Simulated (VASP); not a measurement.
CoSi, 8 atoms in the cell. It takes space group P2_13 (No. 198, cubic). Conventional cell: a = 4.458 Å, b = 4.458 Å, c = 4.458 Å, α = 90.00°, β = 90.00°, γ = 90.00°. Within 3.1 Å of Co (site symmetry 3) lie 7 Si at 2.33 to 2.45 Å and 6 Co at 2.74 Å. Within 3.1 Å of Si (site symmetry 3) lie 7 Co at 2.33 to 2.45 Å and 6 Si at 2.76 Å. 

```yaml
Program: VASP 6.6.1
Task: single point
Functional: RPBE
Potentials_or_basis: VASP PAW PBE potentials, release 64 (Co, Si)
Cutoff: 520 eV
k_mesh: 6 × 6 × 6
Occupations: fermi-dirac, width 0.05 eV
Spin: collinear spin, ferromagnetic start
Starting_moments: "[2.0, 2.0, 2.0, 2.0, 0.0, 0.0, 0.0, 0.0] μB"
Dipole_correction: no
Further_INCAR_settings: ALGO = Normal; EDIFF = 1e-06; NBANDS = 40
```

Potentials or basis: VASP PAW PBE potentials, release 64 (Co, Si).

Run with:

```console
$ cat potpaw_PBE.64/Co/POTCAR potpaw_PBE.64/Si/POTCAR > POTCAR
$ mpirun -np 1 vasp_std > vasp.out
```

Hardware: 1 thread of Intel(R) Xeon(R) Platinum 8375C CPU @ 2.90GHz (Ice Lake) (shared host).

Q: How long does it take, and how much memory?

A: Run time: 4 min on 1 thread of Intel(R) Xeon(R) Platinum 8375C CPU @ 2.90GHz (Ice Lake), on a shared host, peak memory 0.3 GiB. Counts: scf iterations 16, k points 24.
